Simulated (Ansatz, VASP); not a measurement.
## Yb: VASP beside Ansatz

```xyz
2
Lattice="0.0000 4.1897 4.1897 4.1897 0.0000 4.1897 4.1897 4.1897 0.0000" Properties=species:S:1:pos:R:3 pbc="T T T"
Yb    1.0474    1.0474    1.0474
Yb    7.3320    7.3320    7.3320
```

Alike in both runs: task single point; functional LDA; k mesh 8 × 8 × 8; occupations fermi-dirac, width 0.1 eV; no spin polarisation.

|  | VASP | Ansatz |
| --- | --- | --- |
| version | VASP 6.6.1 | Ansatz 0.2.0 |
| potentials or method | VASP PAW PBE potentials, release 64 (Yb), cutoff 520 eV | plane waves (420 eV) with PAW, scalar-relativistic |
| valence electrons in the cell | 48 | 48 |

Ansatz gave:

- pressure (GPa): -0.4

Problem. Estimate VASP's values.

Solution. Pressure (GPa): -0.5.

VASP's potentials were made for PBE, not for LDA, and Ansatz warns of the same on its side. LDA's correlation is that of Perdew and Zunger in VASP and of Perdew and Wang (1992) in Ansatz.

Neither program's run includes spin-orbit coupling.
